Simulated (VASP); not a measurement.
A run of VASP 6.6.1 is set up as follows.

INCAR

```
SYSTEM = ZnS
ALGO = Normal
EDIFF = 1E-7
EDIFFG = -0.005
ENCUT = 600
GGA = PE
IBRION = 2
ISIF = 3
ISMEAR = -1
LASPH = .TRUE.
LCHARG = .FALSE.
LREAL = .FALSE.
LWAVE = .FALSE.
NELM = 100
NSW = 60
PREC = Accurate
PSTRESS = 180.0
SIGMA = 0.1
```

The input KPOINTS:

```
k-points
0
G
  13 13 13
  0 0 0
```

The input POSCAR:

```
ZnS
1.0
    0.0000000000      2.5382266107      2.5382266107
    2.5382266107      0.0000000000      2.5382266107
    2.5382266107      2.5382266107      0.0000000000
Zn S
1 1
Direct
    0.0000000000      0.0000000000      0.0000000000
    0.2500000000      0.2500000000      0.2500000000
```

Potentials or basis: VASP PAW PBE potentials, release 64 (Zn, S).

Launch:

```console
$ cat potpaw_PBE.64/Zn/POTCAR potpaw_PBE.64/S/POTCAR > POTCAR
$ mpirun -np 1 vasp_std > vasp.out
```

(1) Estimate the space group after relaxing (to 0.05 Å).

(2) What does it give for the band gap on the k mesh?

(3) What does it give for the relaxed cell?

Answers

(1) F-43m (No. 216).

(2) 2.81 eV, direct.

(3) a = 3.633 Å, b = 3.633 Å, c = 3.633 Å, α = 60.00°, β = 60.00°, γ = 60.00°.

Caveat: the cell is relaxed towards a set pressure, so the enthalpy falls and the energy may rise.
